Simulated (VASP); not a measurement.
C:

```
C
1.0
     0.00000    1.78337    1.78337
     1.78337    0.00000    1.78337
     1.78337    1.78337    0.00000
C
2
Direct
  0.75000 0.75000 0.75000
  0.50000 0.50000 0.50000
```

Base run:

| Quantity | Value |
| --- | --- |
| Program | VASP 6.6.1 |
| Functional | r2SCAN |
| Dispersion | D4 |
| Potentials or basis | VASP PAW PBE potentials, release 64 (C_h) |
| Cutoff | 1430 eV |
| k mesh | 13 × 13 × 13 |
| Occupations | fermi-dirac, width 0.05 eV |
| Spin | no spin polarisation |

Its results: band gap on the k mesh 4.37 eV (least direct gap 5.88 eV); pressure -5.2 GPa.

Task: The run is repeated on the same cell with these changes: dispersion from D4 to D3(BJ). What comes out?

Result: Band gap on the k mesh 4.37 eV (least direct gap 5.88 eV); pressure -5.6 GPa.

Caveats: the cell stands under tension; the PAW data sets were made with another functional, which shifts forces and pressure a little; an odd mesh through Γ misses points on the zone boundary, where band edges can lie.
